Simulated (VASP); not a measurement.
Input of a VASP 6.6.1 run:

INCAR

```
ALGO     = Normal         # electronic algorithm
EDIFF    = 1E-6           # SCF threshold, eV
ENCUT    = 520            # plane-wave cutoff, eV
ISIF     = 2              # what is computed and relaxed
ISMEAR   = -1             # smearing method
LASPH    = True           # aspherical terms in the spheres
LCHARG   = False          # write CHGCAR
LREAL    = False          # projectors in reciprocal space
LWAVE    = False          # write WAVECAR
NBANDS   = 15             # bands
NELM     = 80             # most SCF steps
PREC     = Accurate       # precision mode
SIGMA    = 0.01           # smearing width, eV
```

The input KPOINTS:

```
k-points
0
Gamma
  5 5 3
```

POSCAR

```
SiTe2
1.0
    3.7360428078      0.0000000000      0.0000000000
   -1.8680214039      3.2355084075      0.0000000000
    0.0000000000      0.0000000000      6.9590783078
Si Te
1 2
Direct
    0.0000000000      0.0000000000      0.0000000000
    0.3333333333      0.6666666667      0.7734080000
    0.6666666667      0.3333333333      0.2265920000
```

Potentials or basis: VASP PAW LDA potentials, release 64 (Si, Te).

The run is started by

```bash
$ cat potpaw_LDA.64/Si/POTCAR potpaw_LDA.64/Te/POTCAR > POTCAR
$ mpirun -np 1 vasp_std > vasp.out
```

(1) Estimate the largest force.

(2) Predict the band gap on the k mesh.

(3) Predict the pressure.

Answers

(1) 0.419 eV/Å.

(2) zero (band 8 reaches 6.10 eV, above the bottom of band 9 at 5.49 eV).

(3) 0.4 GPa.

Caveat: the k points lie up to 0.39 Å⁻¹ apart; spin-orbit coupling is left out, which moves the levels of the heavy elements.
